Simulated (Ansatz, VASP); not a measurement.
# GaO3 in VASP and in Ansatz

INCAR

```
SYSTEM = GaO3
  ALGO = Normal
  EDIFF = 1E-7
  ENCUT = 520
  GGA = PE
  ISIF = 2
  ISMEAR = 0
  ISPIN = 2
  LASPH = .True.
  LCHARG = .True.
  LELF = .True.
  LORBIT = 11
  LREAL = .False.
  LVHAR = .True.
  LWAVE = .False.
  MAGMOM = 0 1 1 1
  NBANDS = 28
  NELM = 150
  PREC = Accurate
  SIGMA = 0.1
```

Contents of KPOINTS:

```
k-points
0
Gamma
  6 6 6
  0 0 0
```

POSCAR

```
GaO3
1.0
    3.4463687600      0.0000000000      0.0000000000
    0.0000000000      3.4463687600      0.0000000000
    0.0000000000      0.0000000000      3.4463687600
Ga O
1 3
Direct
    0.0000000000      0.0000000000      0.0000000000
    0.0000000000      0.5000000000      0.5000000000
    0.5000000000      0.0000000000      0.5000000000
    0.5000000000      0.5000000000      0.0000000000
```

Input for Ansatz:

```yaml
crystal:
  lattice:
    - [3.44636876, 0.0, 0.0]
    - [0.0, 3.44636876, 0.0]
    - [0.0, 0.0, 3.44636876]
  atoms:
    - { symbol: Ga, position: [0.0, 0.0, 0.0] }
    - { symbol: O, position: [0.0, 0.5, 0.5], spin: 1.0 }
    - { symbol: O, position: [0.5, 0.0, 0.5], spin: 1.0 }
    - { symbol: O, position: [0.5, 0.5, 0.0], spin: 1.0 }
basis:
  ecutwfc: 420
kpoints:
  mp_grid: { grid: [6, 6, 6] }
hamiltonian:
  xc: pbe
scf:
  occupations: { method: gaussian, width: 0.1 }
  lower_state_search: "off"
output:
  forces: true
  stress: true
  eigenvalues: true
  populations: true
magnetization:
  spin_polarized: true
```

Change from the starting cell: species swapped into the Ni3Sn type (Pm-3m, No. 221).

Alike in both runs: task single point; functional PBE; k mesh 6 × 6 × 6; occupations gaussian, width 0.1 eV; collinear spin.

```csv
,VASP,Ansatz
version,VASP 6.6.1,Ansatz 0.2.0
potentials or method,"VASP PAW PBE potentials, release 64 (Ga_d, O), cutoff 520 eV","scalar-relativistic, plane waves, PAW"
valence electrons in the cell,31,31
```

Ansatz gave:

```
gap on the k mesh at the Fermi level (eV)                     : none
pressure (GPa)                                                : -10.4
net moment per atom (μB)                                      : 0.77
size of the moment on the site where the two differ most (μB) : 1.06
```

Q: What did VASP give for the same quantities?

A: gap on the k mesh at the Fermi level (eV): none; pressure (GPa): -10.3; net moment per atom (μB): 0.77; size of the moment on the site where the two differ most (μB): 0.94.

Site moments also hang on the region over which each program counts them. A gap of «none» marks a metal or a gap that the smearing closes.
